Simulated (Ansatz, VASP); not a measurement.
# BaTe in VASP and in Ansatz

POSCAR

```
BaTe
1.0
    4.2624660000      0.0000000000      0.0000000000
    0.0000000000      4.2624660000      0.0000000000
    0.0000000000      0.0000000000      4.2624660000
Ba Te
1 1
Direct
    0.0000000000      0.0000000000      0.0000000000
    0.5000000000      0.5000000000      0.5000000000
```

File INCAR.step1:

```
SYSTEM = BaTe
ALGO     = Normal         ! electronic algorithm
EDIFF    = 1E-4           ! SCF threshold, eV
ENCUT    = 520            ! plane-wave cutoff, eV
GGA      = PE             ! functional
ISMEAR   = 0              ! smearing method
LASPH    = .TRUE.         ! aspherical terms in the spheres
LCHARG   = .FALSE.        ! write CHGCAR
LREAL    = .FALSE.        ! projectors in reciprocal space
LWAVE    = .TRUE.         ! write WAVECAR
NBANDS   = 15             ! bands
NELM     = 80             ! most SCF steps
PREC     = Accurate       ! precision mode
SIGMA    = 0.01           ! smearing width, eV
```

INCAR.step2

```
SYSTEM = BaTe
ALGO     = Normal         ! electronic algorithm
EDIFF    = 1E-7           ! SCF threshold, eV
ENCUT    = 520            ! plane-wave cutoff, eV
ISIF     = 2              ! what is computed and relaxed
ISMEAR   = 0              ! smearing method
ISTART   = 1            
LASPH    = .TRUE.         ! aspherical terms in the spheres
LCHARG   = .FALSE.        ! write CHGCAR
LMIXTAU  = .TRUE.       
LREAL    = .FALSE.        ! projectors in reciprocal space
LWAVE    = .FALSE.        ! write WAVECAR
METAGGA  = R2SCAN         ! meta-GGA
NBANDS   = 15             ! bands
NELM     = 80             ! most SCF steps
PREC     = Accurate       ! precision mode
SIGMA    = 0.01           ! smearing width, eV
```

Contents of KPOINTS:

```
k-points
0
G
  4 4 4
  0 0 0
```

Input for Ansatz:

```yaml
crystal:
  lattice:
    - [4.262466, 0.0, 0.0]
    - [0.0, 4.262466, 0.0]
    - [0.0, 0.0, 4.262466]
  atoms:
    - { symbol: Ba, position: [0.0, 0.0, 0.0] }
    - { symbol: Te, position: [0.5, 0.5, 0.5] }
kpoints:
  mp_grid:
    grid: [4, 4, 4]
hamiltonian:
  xc: r2scan
  pseudopotentials:
    kind: paw
    azcp:
      folder: soft_1
scf:
  n_extra_bands: 12
  convergence:
    dr2_threshold: 1.0e-09
  occupations:
    method: fixed
output:
  eigenvalues: true
```

Alike in both runs: task single point; functional r2SCAN; k mesh 4 × 4 × 4; no spin polarisation.

|  | VASP | Ansatz |
| --- | --- | --- |
| version | VASP 6.6.1 | Ansatz 0.2.0 |
| potentials or method | VASP PAW PBE potentials, release 64 (Ba_sv, Te) | plane waves, PAW |
| plane-wave cutoff (eV) | 520 | 500 |
| occupations | gaussian, width 0.01 eV | fixed |
| valence electrons in the cell | 16 | 26 |

```tsv
	VASP	Ansatz	Ansatz less VASP
gap on the k mesh at the Fermi level (eV)	1.12	1.21	+0.095
```

VASP's potentials were made for PBE, not for r2SCAN. VASP's potentials hold 16 valence electrons a cell and Ansatz's 26, so a difference there can come from the potentials and not from the codes.

Spin-orbit coupling is off throughout.
